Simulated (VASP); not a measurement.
Here is a VASP 6.6.1 calculation.

INCAR

```
SYSTEM = CoSi2
PREC = Accurate
ENCUT = 520
EDIFF = 1E-6
ISMEAR = 0
SIGMA = 0.15
LREAL = .False.
LASPH = .True.
NELM = 150
ALGO = Normal
ISIF = 2
LWAVE = .False.
LCHARG = .False.
ISPIN = 2
MAGMOM = 0.825 0 0
LORBIT = 11
NUPDOWN = 0.825
LMAXMIX = 4
GGA = PE
NBANDS = 20
```

The input KPOINTS:

```
regular mesh
0
Gamma
  14 14 14
  0 0 0
```

Contents of POSCAR:

```
CoSi2
1.0
    0.0000000000      2.7498291905      2.7498291905
    2.7498291905      0.0000000000      2.7498291905
    2.7498291905      2.7498291905      0.0000000000
Co Si
1 2
Direct
    0.0000000000      0.0000000000      0.0000000000
    0.2500000000      0.2500000000      0.2500000000
    0.7500000000      0.7500000000      0.7500000000
```

Potentials or basis: VASP PAW PBE potentials, release 64 (Co, Si).

Run with:

```sh
$ cat potpaw_PBE.64/Co/POTCAR potpaw_PBE.64/Si/POTCAR > POTCAR
$ mpirun -np 1 vasp_std > vasp.out
```

(1) Estimate the pressure.

## Answers

(1) -9.1 GPa.

Caveat: the total moment is fixed, so each spin has its own Fermi level.
